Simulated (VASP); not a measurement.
# Zr (P6_3/mmc) in VASP: notebook

Runs on Zr. Level: LDA. Tasks: single point, relaxation of cell and atoms.

All numbers are computed with VASP 6.6.1; they aren't measurements. Logs are shortened: lines on timing, memory, paths and dates and some standing lists are left out, and cuts for length are marked.

## Step 1: The cell of the first run

The structure is hexagonal, space group P6_3/mmc (No. 194). Conventional cell: a = 3.138 Å, b = 3.138 Å, c = 5.114 Å, α = 90.00°, β = 90.00°, γ = 120.00°. Within 4.1 Å of Zr (site symmetry -6m2) lie 12 Zr at 3.13 to 3.14 Å.

## Step 2: Single point, LDA

INCAR

```
SYSTEM = Zr
PREC = Accurate ; ENCUT = 520
EDIFF = 1E-6 ; ISMEAR = 0
SIGMA = 0.1 ; LREAL = .FALSE.
LASPH = .TRUE. ; NELM = 80
ALGO = Normal ; ISIF = 2
LWAVE = .FALSE. ; LCHARG = .TRUE.
LELF = .TRUE. ; LVHAR = .TRUE.
NBANDS = 19
```

KPOINTS

```
Automatic mesh
0
G
  8 8 5
  0 0 0
```

POSCAR

```
Zr
1.0
    3.1382619504      0.0000000000      0.0000000000
   -1.5691309752      2.7178145728      0.0000000000
    0.0000000000      0.0000000000      5.1142185747
Zr
2
Direct
    0.3333333333      0.6666666667      0.2500000000
    0.6666666667      0.3333333333      0.7500000000
```

Potentials or basis: VASP PAW LDA potentials, release 64 (Zr_sv).

Started as:

```sh
cat potpaw_LDA.64/Zr_sv/POTCAR > POTCAR
mpirun -np 1 vasp_std > vasp.out
```

OUTCAR:

```text
SYSTEM = Zr
   PREC = Accurate
   ENCUT = 520
   EDIFF = 1E-6
   ISMEAR = 0
   LREAL = .FALSE.
   LASPH = .TRUE.
   NELM = 80
   ISIF = 2

 ion  position               nearest neighbor table
   1  0.333  0.667  0.250-   2 3.13   2 3.13   2 3.13   2 3.13   2 3.13   2 3.13
   2  0.667  0.333  0.750-   1 3.13   1 3.13   1 3.13   1 3.13   1 3.13   1 3.13

  LATTYP: Found a hexagonal cell.
 ALAT       =     3.1382619504
 C/A-ratio  =     1.6296340635

  Lattice vectors:

 A1 = (   3.1382619504,   0.0000000000,   0.0000000000)
 A2 = (  -1.5691309752,   2.7178145728,   0.0000000000)
 A3 = (   0.0000000000,   0.0000000000,   5.1142185747)

Analysis of symmetry for initial positions (statically):
=====================================================================
 Subroutine PRICEL returns:
 Original cell was already a primitive cell.

 Routine SETGRP: Setting up the symmetry group for a
 hexagonal supercell.

 Subroutine GETGRP returns: Found 24 space group operations
 (whereof 12 operations were pure point group operations)
 out of a pool of 24 trial point group operations.

The static configuration has the point symmetry D_3d.
 The point group associated with its full space group is D_6h.

Analysis of symmetry for dynamics (positions and initial velocities):
=====================================================================
 Subroutine PRICEL returns:
 Original cell was already a primitive cell.

 Routine SETGRP: Setting up the symmetry group for a
 hexagonal supercell.

 Subroutine GETGRP returns: Found 24 space group operations
 (whereof 12 operations were pure point group operations)
 out of a pool of 24 trial point group operations.

The dynamic configuration has the point symmetry D_3d.
 The point group associated with its full space group is D_6h.

 Subroutine INISYM returns: Found 24 space group operations
 (whereof 12 operations are pure point group operations),
 and found     1 'primitive' translations

----------------------------------------------------------------------------------------

                                     Primitive cell

  volume of cell :      43.6203

  direct lattice vectors                    reciprocal lattice vectors
     3.138261950  0.000000000  0.000000000     0.318647715  0.183971344  0.000000000
    -1.569130975  2.717814573  0.000000000     0.000000000  0.367942688  0.000000000
     0.000000000  0.000000000  5.114218575     0.000000000  0.000000000  0.195533293

  length of vectors
     3.138261950  3.138261950  5.114218575     0.367942688  0.367942688  0.195533293

  position of ions in fractional coordinates (direct lattice)
     0.333333333  0.666666667  0.250000000
     0.666666667  0.333333333  0.750000000

  ion indices of the primitive-cell ions
   primitive index   ion index
                 1           1
                 2           2

----------------------------------------------------------------------------------------

 KPOINTS: Automatic mesh

Automatic generation of k-mesh.
 Grid dimensions read from file:
 generate k-points for:    8    8    5

 Generating k-lattice:

  Cartesian coordinates                     Fractional coordinates (reciprocal lattice)
     0.039830964  0.022996418  0.000000000     0.125000000 -0.000000000  0.000000000
     0.000000000  0.045992836  0.000000000     0.000000000  0.125000000  0.000000000
     0.000000000  0.000000000  0.039106659     0.000000000  0.000000000  0.200000000

  Length of vectors
     0.045992836  0.045992836  0.039106659

  Shift w.r.t. Gamma in fractional coordinates (k-lattice)
     0.000000000  0.000000000  0.000000000

 Subroutine IBZKPT returns following result:
 ===========================================

 Found     30 irreducible k-points:

 Following reciprocal coordinates:
            Coordinates               Weight
  0.000000  0.000000  0.000000      1.000000
  0.125000  0.000000  0.000000      6.000000
  0.250000  0.000000  0.000000      6.000000
  0.375000  0.000000  0.000000      6.000000
  0.500000  0.000000  0.000000      3.000000
  0.125000  0.125000  0.000000      6.000000
[... 16 lines left out ...]
  0.250000  0.000000  0.400000     12.000000
  0.375000  0.000000  0.400000     12.000000
 [... further k-points ...]
   k-points           NKPTS =     30   k-points in BZ     NKDIM =     30   number of bands    NBANDS=     19
   number of dos      NEDOS =    301   number of ions     NIONS =      2
   total plane-waves  NPLWV =  23040
   dimension x,y,z NGX =    24 NGY =   24 NGZ =   40
   dimension x,y,z NGXF=    48 NGYF=   48 NGZF=   80
   ions per type =               2
   NGX,Y,Z   is equivalent  to a cutoff of  12.71, 12.71, 13.00 a.u.
   NGXF,Y,Z  is equivalent  to a cutoff of  25.43, 25.43, 26.01 a.u.
 SYSTEM =  Zr
   PREC   = accura    normal or accurate (medium, high low for compatibility)
   ISTART =      0    job   : 0-new  1-cont  2-samecut
   ICHARG =      2    charge: 1-file 2-atom 10-const
   ISPIN  =      1    spin polarized calculation?
   LNONCOLLINEAR =      F non collinear calculations
   LSORBIT =      F    spin-orbit coupling
   LASPH  =      T    aspherical Exc in radial PAW
   ENCUT  =  520.0 eV  38.22 Ry    6.18 a.u.   5.84  5.84  9.51*2*pi/ulx,y,z
   NELM   =     80;   NELMIN=  2; NELMDL= -5     # of ELM steps
   EDIFF  = 0.1E-05   stopping-criterion for ELM
   LREAL  =      F    real-space projection
   EDIFFG = 0.1E-04   stopping-criterion for IOM
   NSW    =      0    number of steps for IOM
   IBRION =     -1    ionic relax: 0-MD 1-quasi-New 2-CG
   NFREE  =      0    steps in history (QN), initial steepest desc. (CG)
   ISIF   =      2    stress and relaxation
   ISYM   =      2    0-nonsym 1-usesym 2-fastsym
   POTIM  = 0.5000    time-step for ionic-motion
   TEBEG  =    0.0;   TEEND  =   0.0 temperature during run
   PSTRESS=    0.0 pullay stress
   NELECT =      24.0000    total number of electrons
   NUPDOWN=      -1.0000    fix difference up-down
   EMIN   =  10.00;   EMAX   =-10.00  energy-range for DOS
   EFERMI =   0.00;   METHOD = LEGACY
   ISMEAR =     0;   SIGMA  =   0.10  broadening in eV -4-tet -1-fermi 0-gaus
   EFERMI_NEDOS =   21; number of points for ismear=-14 and -15
   IALGO  =     38    algorithm
   IMIX   =      4    mixing-type and parameters
     AMIX     =   0.40;   BMIX     =  1.00
     AMIX_MAG =   1.60;   BMIX_MAG =  1.00
  volume/ion in A,a.u.               =      21.81       147.18
  Fermi-wavevector in a.u.,A,eV,Ry     =   1.341475  2.535020 24.484423  1.799554
  Thomas-Fermi vector in A             =   2.469705
   LORBIT       =      0    0 simple, 1 ext, 2 COOP (PROOUT), +10 PAW based schemes
   GGA     = CA    functional components
   LHFCALC =     F    Hartree Fock is set to
   AEXX    =    0.0000 exact exchange contribution
   IVDW    =     0    specifies the selected vdW correction
   LEPSILON=     F    determine dielectric tensor
   LRPA    =     F    only Hartree local field effects (RPA)
 non-spin polarized calculation
 Gauss-broadening in eV      SIGMA  =   0.10
  energy-cutoff  :      520.00
  volume of cell :       43.62
 maximum number of plane-waves:      1188
 NGX is ok and might be reduce to    24
   NGX = 11   NGY = 11   NGZ = 19

 number of electron      23.9999999 magnetization

 Free energy of the ion-electron system (eV)
  ---------------------------------------------------
  ext. energy  EPLUGINS =         0.00000000
  ---------------------------------------------------
  free energy    TOTEN  =       -18.58462615 eV

  energy without entropy =      -18.57427860  energy(sigma->0) =      -18.57945238

 E-fermi :   9.5496     XC(G=0): -11.5948

 val. band max:        9.5307800965   @ k =   0.0000   0.0000   0.4000
 cond. band min:       9.5875581905   @ k =   0.1250   0.1250   0.4000
 fundamental gap:      0.0567780940
 Fermi energy:         9.5495532155

 k-point     1 :       0.0000    0.0000    0.0000
  band No.  band energies     occupation
      1     -38.9013      2.00000
      2     -38.7110      2.00000
      3     -17.6710      2.00000
      4     -16.5938      2.00000
      5     -16.5938      2.00000
      6     -16.4674      2.00000
[... 11 lines left out ...]
     18      11.9285      0.00000
     19      14.2951      0.00000

 k-point     2 :       0.1250    0.0000    0.0000
  band No.  band energies     occupation
      1     -38.8771      2.00000
      2     -38.6994      2.00000
      3     -17.6126      2.00000
      4     -16.7332      2.00000
      5     -16.6368      2.00000
      6     -16.5808      2.00000
[... 11 lines left out ...]
     18      11.5455      0.00000
     19      14.5571      0.00000

 k-point     3 :       0.2500    0.0000    0.0000
  band No.  band energies     occupation
      1     -38.8159      2.00000
      2     -38.6736      2.00000
      3     -17.4553      2.00000
      4     -17.0666      2.00000
      5     -16.9046      2.00000
      6     -16.7344      2.00000
[... 11 lines left out ...]
     18      12.7187      0.00000
     19      14.9222      0.00000

 k-point     4 :       0.3750    0.0000    0.0000
  band No.  band energies     occupation
      1     -38.7474      2.00000
      2     -38.6541      2.00000
      3     -17.3933      2.00000
      4     -17.2542      2.00000
      5     -17.2062      2.00000
      6     -16.8261      2.00000
[... 11 lines left out ...]
     18      14.3021      0.00000
     19      15.1056      0.00000

 k-point     5 :       0.5000    0.0000    0.0000
  band No.  band energies     occupation
      1     -38.7134      2.00000
      2     -38.6514      2.00000
      3     -17.5260      2.00000
      4     -17.3262      2.00000
      5     -17.1357      2.00000
      6     -16.8629      2.00000
[... 11 lines left out ...]
     18      15.3518      0.00000
     19      16.2454      0.00000
[... 334 lines left out ...]
      2     -38.7777      2.00000
      3     -17.2760      2.00000
      4     -16.9052      2.00000
      5     -16.5406      2.00000
      6     -16.5406      2.00000
[... 11 lines left out ...]
     18      13.2989      0.00000
     19      14.0923      0.00000

 k-point    22 :       0.1250    0.0000    0.4000
  band No.  band energies     occupation
      1     -38.8165      2.00000
      2     -38.7616      2.00000
      3     -17.2688      2.00000
      4     -16.9495      2.00000
      5     -16.6515      2.00000
      6     -16.5789      2.00000
[... 11 lines left out ...]
     18      13.2707      0.00000
     19      14.0643      0.00000

 k-point    23 :       0.2500    0.0000    0.4000
  band No.  band energies     occupation
      1     -38.7672      2.00000
      2     -38.7232      2.00000
      3     -17.3183      2.00000
      4     -17.1571      2.00000
      5     -16.8362      2.00000
      6     -16.6808      2.00000
[... 11 lines left out ...]
     18      13.4359      0.00000
     19      14.0677      0.00000

 k-point    24 :       0.3750    0.0000    0.4000
  band No.  band energies     occupation
      1     -38.7153      2.00000
      2     -38.6865      2.00000
      3     -17.5059      2.00000
      4     -17.4266      2.00000
      5     -16.8634      2.00000
      6     -16.7380      2.00000
[... 11 lines left out ...]
     18      14.2924      0.00000
     19      14.6296      0.00000

 [... further k-points ...]
[... 5 lines left out ...]
  --------------------------------------------------------------------------------------
  -------------------------------------------------------------------------------------
  Total        0.0217108      0.0217108      0.0392782      0.0000000     -0.0000000      0.0000000
  in kB        0.7974407      0.7974407      1.4426921      0.0000000     -0.0000000      0.0000000
  external PRESSURE =       1.0125245 kB  Pullay stress =       0.0000000 kB

 VOLUME and BASIS-vectors are now :
 -----------------------------------------------------------------------------
  energy-cutoff  :      520.00
  volume of cell :       43.62
      direct lattice vectors                 reciprocal lattice vectors
     3.138261950  0.000000000  0.000000000     0.318647715  0.183971344  0.000000000
    -1.569130975  2.717814573  0.000000000     0.000000000  0.367942688  0.000000000
     0.000000000  0.000000000  5.114218575     0.000000000  0.000000000  0.195533293

 POSITION                                       TOTAL-FORCE (eV/Angst)
 -----------------------------------------------------------------------------------
     -0.00000      1.81188      1.27855         0.000000     -0.000000      0.000000
      1.56913      0.90594      3.83566        -0.000000      0.000000      0.000000
 -----------------------------------------------------------------------------------
    total drift:                               -0.000000      0.000000     -0.000000

  FREE ENERGIE OF THE ION-ELECTRON SYSTEM (eV)
  ---------------------------------------------------
  free  energy   TOTEN  =       -18.5846261469 eV

  energy  without entropy=      -18.5742786038  energy(sigma->0) =      -18.57945238
```

It took 42 s on 1 thread of AMD EPYC, shared host; peak memory 0.11 GiB.

What came out:

```
Free energy            : -18.5846 eV
Pressure               : 0.1 GPa
Band gap on the k mesh : zero (band 12 reaches 10.42 eV, above the bottom of band 13 at 9.26 eV)
```

Levels at points of the mesh, in eV from the Fermi level:
| k point | band 8 | band 9 | band 10 | band 11 | band 12 | band 13 | band 14 | band 15 | band 16 | band 17 |
| --- | --- | --- | --- | --- | --- | --- | --- | --- | --- | --- |
| (0.00, 0.00, 0.00) | -25.99 | -5.75 | -3.23 | 0.79 | 0.87 | 0.87 | 1.33 | 1.57 | 1.57 | 2.38 |
| (0.50, 0.00, 0.00) | -26.14 | -2.82 | -2.61 | -2.39 | 0.06 | 0.62 | 0.71 | 1.44 | 5.40 | 5.60 |

## Step 3: Relaxation of cell and atoms, LDA

This run uses another cell than the first one, of 23.28 Å³/atom, 1.067 times its volume.

INCAR

```
ALGO = Normal
EDIFF = 1E-6
EDIFFG = -0.02
ENCUT = 600
IBRION = 2
ISIF = 3
ISMEAR = 0
LASPH = T
LCHARG = F
LREAL = F
LWAVE = F
NELM = 100
NSW = 80
PREC = Accurate
SIGMA = 0.1
```

KPOINTS

```
k-points
0
Gamma
  8 8 5
```

POSCAR

```
Zr
1.0
    3.2320000000      0.0000000000      0.0000000000
   -1.6160000000      2.7989941000      0.0000000000
    0.0000000000      0.0000000000      5.1470000000
Zr
2
Direct
    0.3333333339      0.6666666679      0.2500000000
    0.6666666661      0.3333333321      0.7500000000
```

Potentials or basis: VASP PAW LDA potentials, release 64 (Zr_sv).

Started as:

```sh
cat potpaw_LDA.64/Zr_sv/POTCAR > POTCAR
mpirun -np 1 vasp_std > vasp.out
```

Run time: 3.6 min. Hardware: 1 thread of AMD EPYC, shared host; peak memory 0.14 GiB.

Results (log left out):

```
Free energy                            : -18.5855 eV
Relaxed volume                         : 21.83 Å³/atom
Relaxed cell                           : a = 3.138 Å, b = 3.138 Å, c = 5.121 Å, α = 90.00°, β = 90.00°, γ = 120.00°
Space group after relaxing (to 0.05 Å) : P6_3/mmc (No. 194)
Energy gained by relaxing              : 28.7 meV/atom
Ionic steps                            : 6
Pressure after relaxing                : 0.0 GPa
Band gap on the k mesh                 : zero (band 12 reaches 10.41 eV, above the bottom of band 13 at 9.25 eV)
```

Stress tensor (GPa, compression positive):
```
 0.06  0.00  0.00
 0.00  0.06  0.00
 0.00  0.00 -0.04
```

Step by step:
```tsv
step	energy change (eV)	largest force (eV/Å)	pressure (GPa)	volume (Å³)
1	0.0000	0.0000	-5.87	46.56
2	0.0024	0.0000	7.26	41.04
3	-0.0547	0.0000	0.01	43.75
4	-0.0547	0.0000	0.13	43.69
5	-0.0567	0.0000	0.08	43.68
6	-0.0574	0.0000	0.03	43.66
```

Final structure:
```
Zr
1.0
     3.13761    0.00000    0.00000
    -1.56880    2.71725    0.00000
     0.00000    0.00000    5.12052
Zr
2
Cartesian
  0.0000 1.8115 1.2801
  1.5688 0.9057 3.8404
```

Levels at points of the mesh, in eV from the Fermi level:
```tsv
k point	band 9	band 10	band 11	band 12	band 13	band 14	band 15	band 16
(0.00, 0.00, 0.00)	-5.74	-3.22	0.78	0.87	0.87	1.31	1.57	1.57
(0.50, 0.00, 0.00)	-2.82	-2.61	-2.38	0.07	0.63	0.70	1.43	5.41
```
